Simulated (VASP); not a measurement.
# Al2Cu (I4/mcm) in VASP: a series of runs

The runs below take Al2Cu through single point, with r2SCAN.

Program: VASP 6.6.1. These are calculated values, not measurements. Logs are shortened: lines on timing, memory, paths and dates and some standing lists are left out, and cuts for length are marked.

## 1. The cell of the first run

Symmetry: I4/mcm, No. 140, tetragonal system. The conventional cell has a = 5.825 Å, b = 5.825 Å, c = 4.671 Å, α = 90.00°, β = 90.00°, γ = 90.00°. Within 3.3 Å of Al (site symmetry m2m) lie 4 Cu at 2.48 Å and 11 Al at 2.61 to 3.10 Å. Cu (site symmetry 422) has 2 Cu at 2.34 Å and 8 Al at 2.48 Å within 3.1 Å.

## 2. Single point, r2SCAN

Input file POSCAR:

```
Al2Cu
1.0
   -2.9122756896      2.9122756896      2.3355287975
    2.9122756896     -2.9122756896      2.3355287975
    2.9122756896      2.9122756896     -2.3355287975
Al Cu
4 2
Direct
    0.8414425456      0.6585574544      0.5000000000
    0.6585574544      0.1585574544      0.8171149089
    0.3414425456      0.8414425456      0.1828850911
    0.1585574544      0.3414425456      0.5000000000
    0.2500000000      0.2500000000      0.0000000000
    0.7500000000      0.7500000000      0.0000000000
```

Input file INCAR.step1:

```
PREC = Accurate
ENCUT = 520
ISMEAR = 0
SIGMA = 0.1
LREAL = False
LASPH = True
NELM = 60
NBANDS = 26
GGA = PE
ALGO = Normal
EDIFF = 1E-4
LWAVE = True
LCHARG = False
```

Input file INCAR.step2:

```
PREC = Accurate
ENCUT = 520
EDIFF = 1E-7
ISMEAR = 0
SIGMA = 0.1
LREAL = False
LASPH = True
NELM = 60
ALGO = Normal
ISIF = 2
LWAVE = False
LCHARG = False
METAGGA = R2SCAN
LMIXTAU = True
NBANDS = 26
ISTART = 1
```

Input file KPOINTS:

```
Automatic mesh
0
Gamma
  10 10 10
```

Potentials or basis: VASP PAW PBE potentials, release 64 (Al, Cu).

Command:

```bash
> cat potpaw_PBE.64/Al/POTCAR potpaw_PBE.64/Cu/POTCAR > POTCAR
> cp INCAR.step1 INCAR
> mpirun -np 1 vasp_std > vasp.out
> cp INCAR.step2 INCAR
> mpirun -np 1 vasp_std > vasp.out
```

OUTCAR:

```text
PREC = Accurate
   ENCUT = 520
   EDIFF = 1E-7
   ISMEAR = 0
   LREAL = False
   LASPH = True
   NELM = 60
   ISIF = 2
   METAGGA = R2SCAN
   ISTART = 1

 ion  position               nearest neighbor table
   1  0.841  0.659  0.500-   5 2.48   6 2.48   6 2.48   5 2.48   4 2.61   4 2.78   4 2.78   2 2.98
                             3 2.98   2 2.98   3 2.98   2 3.10   3 3.10   3 3.10   2 3.10
   2  0.659  0.159  0.817-   5 2.48   6 2.48   5 2.48   6 2.48   3 2.61   3 2.78   3 2.78   1 2.98
                             4 2.98   4 2.98   1 2.98   1 3.10   4 3.10   1 3.10   4 3.10
   3  0.341  0.841  0.183-   5 2.48   6 2.48   5 2.48   6 2.48   2 2.61   2 2.78   2 2.78   1 2.98
                             4 2.98   4 2.98   1 2.98   1 3.10   4 3.10   4 3.10   1 3.10
   4  0.159  0.341  0.500-   6 2.48   5 2.48   5 2.48   6 2.48   1 2.61   1 2.78   1 2.78   2 2.98
                             3 2.98   2 2.98   3 2.98   2 3.10   3 3.10   2 3.10   3 3.10
   5  0.250  0.250  0.000-   6 2.34   6 2.34   2 2.48   3 2.48   2 2.48   3 2.48   4 2.48   1 2.48
                             4 2.48   1 2.48
   6  0.750  0.750  0.000-   5 2.34   5 2.34   2 2.48   3 2.48   2 2.48   3 2.48   1 2.48   1 2.48
                             4 2.48   4 2.48

  LATTYP: Found a body centered tetragonal cell.
 ALAT       =     5.8245513792
 C/A-ratio  =     0.8019600637

  Lattice vectors:

 A1 = (  -2.9122756896,   2.9122756896,   2.3355287975)
 A2 = (   2.9122756896,  -2.9122756896,   2.3355287975)
 A3 = (   2.9122756896,   2.9122756896,  -2.3355287975)

Analysis of symmetry for initial positions (statically):
=====================================================================
 Subroutine PRICEL returns:
 Original cell was already a primitive cell.

 Routine SETGRP: Setting up the symmetry group for a
 body centered tetragonal supercell.

 Subroutine GETGRP returns: Found 16 space group operations
 (whereof  8 operations were pure point group operations)
 out of a pool of 16 trial point group operations.

The static configuration has the point symmetry C_4h.
 The point group associated with its full space group is D_4h.

Analysis of symmetry for dynamics (positions and initial velocities):
=====================================================================
 Subroutine PRICEL returns:
 Original cell was already a primitive cell.

 Routine SETGRP: Setting up the symmetry group for a
 body centered tetragonal supercell.

 Subroutine GETGRP returns: Found 16 space group operations
 (whereof  8 operations were pure point group operations)
 out of a pool of 16 trial point group operations.

The dynamic configuration has the point symmetry C_4h.
 The point group associated with its full space group is D_4h.

 Subroutine INISYM returns: Found 16 space group operations
 (whereof  8 operations are pure point group operations),
 and found     1 'primitive' translations

----------------------------------------------------------------------------------------

                                     Primitive cell

  volume of cell :      79.2337

  direct lattice vectors                    reciprocal lattice vectors
    -2.912275690  2.912275690  2.335528797     0.000000000  0.171687042  0.214084280
     2.912275690 -2.912275690  2.335528797     0.171687042  0.000000000  0.214084280
     2.912275690  2.912275690 -2.335528797     0.171687042  0.171687042  0.000000000

  length of vectors
     4.734701062  4.734701062  4.734701062     0.274423977  0.274423977  0.242802144

  position of ions in fractional coordinates (direct lattice)
     0.841442546  0.658557454  0.500000000
     0.658557454  0.158557454  0.817114909
     0.341442546  0.841442546  0.182885091
     0.158557454  0.341442546  0.500000000
     0.250000000  0.250000000  0.000000000
     0.750000000  0.750000000  0.000000000

  ion indices of the primitive-cell ions
   primitive index   ion index
                 1           1
                 2           2
                 3           3
                 4           4
                 5           5
                 6           6

----------------------------------------------------------------------------------------

 KPOINTS: Automatic mesh

Automatic generation of k-mesh.
 Grid dimensions read from file:
 generate k-points for:   10   10   10

 Generating k-lattice:

  Cartesian coordinates                     Fractional coordinates (reciprocal lattice)
     0.000000000  0.017168704  0.021408428     0.100000000  0.000000000  0.000000000
     0.017168704  0.000000000  0.021408428     0.000000000  0.100000000  0.000000000
     0.017168704  0.017168704  0.000000000     0.000000000  0.000000000  0.100000000

  Length of vectors
     0.027442398  0.027442398  0.024280214

  Shift w.r.t. Gamma in fractional coordinates (k-lattice)
     0.000000000  0.000000000  0.000000000

 Subroutine IBZKPT returns following result:
 ===========================================

 Found    102 irreducible k-points:

 Following reciprocal coordinates:
            Coordinates               Weight
  0.000000  0.000000  0.000000      1.000000
  0.100000 -0.000000  0.000000      8.000000
  0.200000 -0.000000  0.000000      8.000000
  0.300000  0.000000  0.000000      8.000000
  0.400000 -0.000000  0.000000      8.000000
  0.500000 -0.000000  0.000000      4.000000
[... 16 lines left out ...]
  0.300000  0.300000  0.000000      8.000000
  0.400000  0.300000  0.000000     16.000000
 [... further k-points ...]
   k-points           NKPTS =    102   k-points in BZ     NKDIM =    102   number of bands    NBANDS=     26
   number of dos      NEDOS =    301   number of ions     NIONS =      6
   total plane-waves  NPLWV =  46656
   dimension x,y,z NGX =    36 NGY =   36 NGZ =   36
   dimension x,y,z NGXF=    72 NGYF=   72 NGZF=   72
   ions per type =               4   2
   NGX,Y,Z   is equivalent  to a cutoff of  12.64, 12.64, 12.64 a.u.
   NGXF,Y,Z  is equivalent  to a cutoff of  25.28, 25.28, 25.28 a.u.
 SYSTEM =  unknown system
   PREC   = accura    normal or accurate (medium, high low for compatibility)
   ISTART =      1    job   : 0-new  1-cont  2-samecut
   ICHARG =      0    charge: 1-file 2-atom 10-const
   ISPIN  =      1    spin polarized calculation?
   LNONCOLLINEAR =      F non collinear calculations
   LSORBIT =      F    spin-orbit coupling
   LASPH  =      T    aspherical Exc in radial PAW
   ENCUT  =  520.0 eV  38.22 Ry    6.18 a.u.   8.80  8.80  8.80*2*pi/ulx,y,z
   NELM   =     60;   NELMIN=  2; NELMDL=  0     # of ELM steps
   EDIFF  = 0.1E-06   stopping-criterion for ELM
   LREAL  =      F    real-space projection
   EDIFFG = 0.1E-05   stopping-criterion for IOM
   NSW    =      0    number of steps for IOM
   IBRION =     -1    ionic relax: 0-MD 1-quasi-New 2-CG
   NFREE  =      0    steps in history (QN), initial steepest desc. (CG)
   ISIF   =      2    stress and relaxation
   ISYM   =      2    0-nonsym 1-usesym 2-fastsym
   POTIM  = 0.5000    time-step for ionic-motion
   TEBEG  =    0.0;   TEEND  =   0.0 temperature during run
   PSTRESS=    0.0 pullay stress
   NELECT =      34.0000    total number of electrons
   NUPDOWN=      -1.0000    fix difference up-down
   EMIN   =  10.00;   EMAX   =-10.00  energy-range for DOS
   EFERMI =   0.00;   METHOD = LEGACY
   ISMEAR =     0;   SIGMA  =   0.10  broadening in eV -4-tet -1-fermi 0-gaus
   EFERMI_NEDOS =   21; number of points for ismear=-14 and -15
   IALGO  =     38    algorithm
   IMIX   =      4    mixing-type and parameters
     AMIX     =   0.40;   BMIX     =  1.00
     AMIX_MAG =   1.60;   BMIX_MAG =  1.00
  volume/ion in A,a.u.               =      13.21        89.12
  Fermi-wavevector in a.u.,A,eV,Ry     =   1.234803  2.333440 20.745332  1.524739
  Thomas-Fermi vector in A             =   2.369478
   LORBIT       =      0    0 simple, 1 ext, 2 COOP (PROOUT), +10 PAW based schemes
   METAGGA = R2SCAN    functional components
   LHFCALC =     F    Hartree Fock is set to
   AEXX    =    0.0000 exact exchange contribution
   IVDW    =     0    specifies the selected vdW correction
   LEPSILON=     F    determine dielectric tensor
   LRPA    =     F    only Hartree local field effects (RPA)
 non-spin polarized calculation
 Gauss-broadening in eV      SIGMA  =   0.10
  energy-cutoff  :      520.00
  volume of cell :       79.23
 maximum number of plane-waves:      2149
   NGX = 17   NGY = 17   NGZ = 17

 number of electron      33.9999988 magnetization

 Free energy of the ion-electron system (eV)
  ---------------------------------------------------
  ext. energy  EPLUGINS =         0.00000000
  ---------------------------------------------------
  free energy    TOTEN  =       -49.31360386 eV

  energy without entropy =      -49.30556045  energy(sigma->0) =      -49.30958216

 E-fermi :   9.3449     XC(G=0): -12.2678

 val. band max:        9.3081473285   @ k =  -0.4000   0.1000  -0.0000
 cond. band min:       9.3565681424   @ k =  -0.4000   0.3000  -0.0000
 fundamental gap:      0.0484208139
 Fermi energy:         9.3449129131

 k-point     1 :       0.0000    0.0000    0.0000
  band No.  band energies     occupation
      1      -2.9913      2.00000
      2       3.1686      2.00000
      3       3.3458      2.00000
      4       3.3459      2.00000
      5       3.3864      2.00000
      6       4.4311      2.00000
[... 18 lines left out ...]
     25      15.4659      0.00000
     26      16.0148      0.00000

 k-point     2 :       0.1000   -0.0000    0.0000
  band No.  band energies     occupation
      1      -2.8709      2.00000
      2       3.1575      2.00000
      3       3.3226      2.00000
      4       3.3397      2.00000
      5       3.4163      2.00000
      6       4.4097      2.00000
[... 18 lines left out ...]
     25      15.6077      0.00000
[... 608 lines left out ...]
     25      16.6230      0.00000
     26      17.6781      0.00000

 k-point    24 :       0.4000    0.3000    0.0000
  band No.  band energies     occupation
      1      -0.2960      2.00000
      2       0.5727      2.00000
      3       1.4801      2.00000
      4       3.2270      2.00000
      5       3.8211      2.00000
      6       3.9629      2.00000
[... 18 lines left out ...]
     25      17.3453      0.00000
     26      17.4195      0.00000

 [... further k-points ...]

------------------------ aborting loop because EDIFF is reached ----------------------------------------

  FORCE on cell =-STRESS in cart. coord.  units (eV):
  Direction    XX          YY          ZZ          XY          YZ          ZX
  --------------------------------------------------------------------------------------
  -------------------------------------------------------------------------------------
  Total        5.7857709      5.7857709      5.8441277      0.0000000      0.0000000      0.0000000
  in kB      116.9934720    116.9934720    118.1734987      0.0000000      0.0000000      0.0000000
  external PRESSURE =     117.3868143 kB  Pullay stress =       0.0000000 kB

 VOLUME and BASIS-vectors are now :
 -----------------------------------------------------------------------------
  energy-cutoff  :      520.00
  volume of cell :       79.23
      direct lattice vectors                 reciprocal lattice vectors
    -2.912275690  2.912275690  2.335528797     0.000000000  0.171687042  0.214084280
     2.912275690 -2.912275690  2.335528797     0.171687042  0.000000000  0.214084280
     2.912275690  2.912275690 -2.335528797     0.171687042  0.171687042  0.000000000

 POSITION                                       TOTAL-FORCE (eV/Angst)
 -----------------------------------------------------------------------------------
      0.92353      1.98875      2.33553        -0.003084      0.003084      0.000000
      0.92353      3.83580     -0.00000        -0.003084     -0.003084      0.000000
      1.98875     -0.92353      2.33553         0.003084      0.003084     -0.000000
      1.98875      0.92353      0.00000         0.003084     -0.003084      0.000000
      0.00000      0.00000      1.16776         0.000000      0.000000      0.000000
      0.00000      0.00000      3.50329         0.000000      0.000000      0.000000
 -----------------------------------------------------------------------------------
    total drift:                                0.000000     -0.000000      0.000000

  FREE ENERGIE OF THE ION-ELECTRON SYSTEM (eV)
  ---------------------------------------------------
  free  energy   TOTEN  =       -49.3136038631 eV

  energy  without entropy=      -49.3055604488  energy(sigma->0) =      -49.30958216
```

It took 8.8 min on 1 thread of AMD EPYC 9R45 (Zen 5), shared host; peak memory 0.3 GiB.

What came out:

| Property | Result |
| --- | --- |
| Free energy | -49.3136 eV |
| Pressure | 11.7 GPa |
| Largest force | 0.004 eV/Å |
| Band gap on the k mesh | zero (bands 17 and 18 overlap by 5.05 eV) |

Forces on the atoms (eV/Å):
```
Al  -0.003  0.003  0.000
Al  -0.003 -0.003  0.000
Al   0.003  0.003  0.000
Al   0.003 -0.003  0.000
Cu   0.000  0.000  0.000
Cu   0.000  0.000  0.000
```

Levels at points of the mesh, in eV from the Fermi level:
```
           k point  band 13  band 14  band 15  band 16  band 17  band 18  band 19  band 20  band 21  band 22
(0.00, 0.00, 0.00)    -3.52    -2.32    -1.69    -1.57    -1.57    -1.10    -0.21     0.37     1.97     1.97
(0.50, 0.00, 0.00)    -3.58    -3.58    -2.95    -2.95     0.23     0.23     4.53     4.53     4.79     4.79
(0.50, 0.50, 0.00)    -3.45    -3.22    -1.88    -1.68    -0.73    -0.65     0.91     1.53     4.95     5.08
(0.50, 0.50, 0.50)    -3.86    -3.70    -3.70    -2.06     2.94     3.08     3.08     3.74     5.25     5.58
```

Caveat: the cell stands under pressure; the PAW data sets were made with another functional, which shifts forces and pressure a little.

[end of part 1 of 2]

The gap in the log of VASP goes by the Fermi energy; the results here count the filled bands.